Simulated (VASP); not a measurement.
# Ir in VASP: single point with PBEsol

Aim: the single point of Ir with PBEsol.

Everything below comes from runs of VASP 6.6.1. Logs are shortened: lines on timing, memory, paths and dates and some standing lists are left out, and cuts for length are marked.

### Step 1. The cell of the first run

The cell holds a slab with vacuum, 5 atoms: a = 2.709 Å, b = 3.832 Å, c = 21.419 Å, α = 90.00°, β = 90.00°, γ = 90.00°.

### Step 2. Single point, PBEsol

The input, POSCAR:

```
Ir
1.0
    2.7093778140      0.0000000000      0.0000000000
    0.0000000000      3.8316388502      0.0000000000
    0.0000000000      0.0000000000     21.4188000000
Ir
5
Direct
    0.0000000000      0.0000000000      0.3735046869
    0.5000000000      0.5000000000      0.4367523433
    0.0000000000      0.0000000000      0.5000000000
    0.5000000000      0.5000000000      0.5632476567
    0.0000000000      0.0000000000      0.6264953131
```

The input, INCAR.step1:

```
  ALGO = Normal
  DIPOL = 0.5 0.5 0.500
  EDIFF = 1E-6
  ENCUT = 520
  GGA = PS
  IDIPOL = 3
  ISIF = 2
  ISMEAR = -1
  LASPH = T
  LCHARG = T
  LDIPOL = T
  LMAXMIX = 4
  LREAL = F
  LWAVE = F
  NBANDS = 30
  NELM = 60
  PREC = Accurate
  SIGMA = 0.1
```

The input, KPOINTS.step1:

```
k-points
0
Gamma
  15 11 1
```

The input, INCAR.step2:

```
  ALGO = Normal
  DIPOL = 0.5 0.5 0.500
  EDIFF = 1E-6
  ENCUT = 520
  GGA = PS
  ICHARG = 11
  IDIPOL = 3
  ISIF = 2
  ISMEAR = -5
  LASPH = T
  LCHARG = F
  LDIPOL = T
  LMAXMIX = 4
  LORBIT = 11
  LREAL = F
  LWAVE = F
  NEDOS = 1001
  NELM = 60
  PREC = Accurate
  SIGMA = 0.1
```

The input, KPOINTS.step2:

```
k-points
0
Gamma
  23 17 1
```

Potentials or basis: VASP PAW PBE potentials, release 64 (Ir).

Launch:

```sh
cat potpaw_PBE.64/Ir/POTCAR > POTCAR
cp INCAR.step1 INCAR
cp KPOINTS.step1 KPOINTS
mpirun -np 1 vasp_std > vasp.out
cp INCAR.step2 INCAR
cp KPOINTS.step2 KPOINTS
mpirun -np 1 vasp_std > vasp.out
```

OUTCAR:

```text
EDIFF = 1E-6
   ENCUT = 520
   GGA = PS
   ICHARG = 11
   ISIF = 2
   ISMEAR = -5
   LASPH = T
   LORBIT = 11
   LREAL = F
   NELM = 60
   PREC = Accurate

 ion  position               nearest neighbor table
   1  0.000  0.000  0.374-   2 2.71   2 2.71   2 2.71   2 2.71   3 2.71
   2  0.500  0.500  0.437-   1 2.71   1 2.71   1 2.71   1 2.71   3 2.71   3 2.71   3 2.71   3 2.71
                             4 2.71
   3  0.000  0.000  0.500-   1 2.71   5 2.71   4 2.71   2 2.71   2 2.71   4 2.71   2 2.71   4 2.71
                             2 2.71   4 2.71
   4  0.500  0.500  0.563-   5 2.71   5 2.71   5 2.71   5 2.71   3 2.71   3 2.71   3 2.71   3 2.71
                             2 2.71
   5  0.000  0.000  0.626-   4 2.71   4 2.71   4 2.71   4 2.71   3 2.71

  LATTYP: Found a simple orthorhombic cell.
 ALAT       =     2.7093778140
 B/A-ratio  =     1.4142135624
 C/A-ratio  =     7.9054312357

  Lattice vectors:

 A1 = (   2.7093778140,   0.0000000000,   0.0000000000)
 A2 = (   0.0000000000,   3.8316388502,   0.0000000000)
 A3 = (   0.0000000000,   0.0000000000,  21.4188000000)

Analysis of symmetry for initial positions (statically):
=====================================================================
 Subroutine PRICEL returns:
 Original cell was already a primitive cell.

 Routine SETGRP: Setting up the symmetry group for a
 simple orthorhombic supercell.

 Subroutine GETGRP returns: Found  8 space group operations
 (whereof  8 operations were pure point group operations)
 out of a pool of  8 trial point group operations.

The static configuration has the point symmetry D_2h.

Analysis of symmetry for dynamics (positions and initial velocities):
=====================================================================
 Subroutine PRICEL returns:
 Original cell was already a primitive cell.

 Routine SETGRP: Setting up the symmetry group for a
 simple orthorhombic supercell.

 Subroutine GETGRP returns: Found  8 space group operations
 (whereof  8 operations were pure point group operations)
 out of a pool of  8 trial point group operations.

The dynamic configuration has the point symmetry D_2h.

 Subroutine INISYM returns: Found  8 space group operations
 (whereof  8 operations are pure point group operations),
 and found     1 'primitive' translations

----------------------------------------------------------------------------------------

                                     Primitive cell

  volume of cell :     222.3562

[... 113 lines left out ...]
   IALGO  =     38    algorithm
   IMIX   =      4    mixing-type and parameters
     AMIX     =   0.40;   BMIX     =  1.00
     AMIX_MAG =   1.60;   BMIX_MAG =  1.00
  volume/ion in A,a.u.               =      44.47       300.11
  Fermi-wavevector in a.u.,A,eV,Ry     =   0.961160  1.816330 12.569463  0.923829
  Thomas-Fermi vector in A             =   2.090508
   LORBIT       =     11    0 simple, 1 ext, 2 COOP (PROOUT), +10 PAW based schemes
   GGA     = PS    functional components
   LHFCALC =     F    Hartree Fock is set to
   AEXX    =    0.0000 exact exchange contribution
   IVDW    =     0    specifies the selected vdW correction
   LEPSILON=     F    determine dielectric tensor
   LRPA    =     F    only Hartree local field effects (RPA)
 non-spin polarized calculation
 Fermi weights with tetrahedron method with Bloechl corrections
  energy-cutoff  :      520.00
  volume of cell :      222.36
 maximum number of plane-waves:      6050

 number of electron      44.9999993 magnetization

 dipolmoment           0.000000      0.000000     -0.000000 electrons x Angstroem

 Free energy of the ion-electron system (eV)
  ---------------------------------------------------
  ext. energy  EPLUGINS =         0.00000000
  ---------------------------------------------------
  free energy    TOTEN  =       -44.44279405 eV

  energy without entropy =      -44.44279405  energy(sigma->0) =      -44.44279405

 E-fermi :  -0.2955     XC(G=0):  -5.5093

 val. band max:       -0.2499601786   @ k =   0.0000   0.4706   0.0000
 cond. band min:      -0.3112846471   @ k =   0.0000   0.4118   0.0000
 fundamental gap:     -0.0613244685
 Fermi energy:        -0.2954890481

 k-point     1 :       0.0000    0.0000    0.0000
  band No.  band energies     occupation
      1     -10.4360      2.00000
      2      -8.1196      2.00000
      3      -7.5502      2.00000
      4      -6.8902      2.00000
      5      -6.3101      2.00000
      6      -5.8541      2.00000
[... 709 lines left out ...]
     26       2.4278      0.00000
     27       2.4400      0.00000

 [... further k-points ...]

------------------------ aborting loop because EDIFF is reached ----------------------------------------

 vacuum level on the upper side and lower side of the slab       (xc-potential included)        -0.121        -0.121

  FORCE on cell =-STRESS in cart. coord.  units (eV):
  Direction    XX          YY          ZZ          XY          YZ          ZX
  --------------------------------------------------------------------------------------
  -------------------------------------------------------------------------------------
  Total       -8.5426761     -6.4365180     -6.9475299      0.0000000      0.0000000      0.0000000
  in kB      -61.5538535    -46.3780301    -50.0601025      0.0000000      0.0000000      0.0000000
  external PRESSURE =     -52.6639954 kB  Pullay stress =       0.0000000 kB

 VOLUME and BASIS-vectors are now :
 -----------------------------------------------------------------------------
  energy-cutoff  :      520.00
  volume of cell :      222.36
      direct lattice vectors                 reciprocal lattice vectors
     2.709377814  0.000000000  0.000000000     0.369088429  0.000000000  0.000000000
     0.000000000  3.831638850  0.000000000     0.000000000  0.260984931  0.000000000
     0.000000000  0.000000000 21.418800000     0.000000000  0.000000000  0.046687956

 POSITION                                       TOTAL-FORCE (eV/Angst)
 -----------------------------------------------------------------------------------
      0.00000      0.00000      8.00002         0.000000      0.000000      1.943809
      1.35469      1.91582      9.35471         0.000000      0.000000     -1.124465
      0.00000      0.00000     10.70940         0.000000      0.000000     -0.000000
      1.35469      1.91582     12.06409         0.000000      0.000000      1.124465
      0.00000      0.00000     13.41878         0.000000      0.000000     -1.943809
 -----------------------------------------------------------------------------------
    total drift:                               -0.000000      0.000000     -0.000000

  FREE ENERGIE OF THE ION-ELECTRON SYSTEM (eV)
  ---------------------------------------------------
  free  energy   TOTEN  =       -44.4427940460 eV

  energy  without entropy=      -44.4427940460  energy(sigma->0) =      -44.44279405

 vacuum level on the upper side and lower side of the slab         4.707         4.707

 total charge

# of ion       s       p       d       tot
------------------------------------------
    1        0.630   0.440   6.938   8.008
    2        0.667   0.697   6.924   8.288
    3        0.671   0.736   6.938   8.345
    4        0.667   0.697   6.924   8.288
    5        0.630   0.440   6.938   8.008
--------------------------------------------------
tot          3.265   3.010  34.662  40.937
```

OSZICAR.step1:

```text
N       E                     dE             d eps       ncg     rms          rms(c)
DAV:   1     0.418042712775E+03    0.41804E+03   -0.17590E+04  2880   0.125E+03
DAV:   2    -0.619696590222E+01   -0.42424E+03   -0.38658E+03  2956   0.377E+02
DAV:   3    -0.456583359897E+02   -0.39461E+02   -0.35867E+02  3812   0.107E+02
[... 17 lines left out ...]
DAV:  21    -0.445704077387E+02   -0.25608E-05   -0.30627E-07  2050   0.227E-03    0.119E-03
DAV:  22    -0.445704094883E+02   -0.17496E-05   -0.78149E-08  1904   0.130E-03    0.996E-04
DAV:  23    -0.445704129252E+02   -0.34368E-05   -0.10500E-07  1872   0.162E-03    0.223E-04
DAV:  24    -0.445704145153E+02   -0.15901E-05   -0.38473E-08  1746   0.809E-04    0.268E-04
DAV:  25    -0.445704151920E+02   -0.67669E-06   -0.14941E-08  1644   0.464E-04
   1 F= -.44570415E+02 E0= -.44444661E+02  d E =-.251508E+00
```

Wall time 15 min (1 thread of Intel Xeon Platinum 8259CL at 2.50GHz (Skylake/Cascade Lake), shared host); peak memory 0.61 GiB.

Results:

```
Valence electrons inside the program's atomic spheres : Ir 8.01, 8.29, 8.35 (each value once)
```

Levels at points of the mesh, in eV from the Fermi level:
| k point | band 20 | band 21 | band 22 | band 23 | band 24 | band 25 | band 26 | band 27 |
| --- | --- | --- | --- | --- | --- | --- | --- | --- |
| (0.00, 0.00, 0.00) | -0.94 | -0.90 | -0.66 | -0.29 | 0.01 | 0.25 | 0.67 | 0.71 |

Caveat: the PAW data sets were made with another functional, which shifts forces and pressure a little; spin-orbit coupling is left out, which moves the levels of the heavy elements.
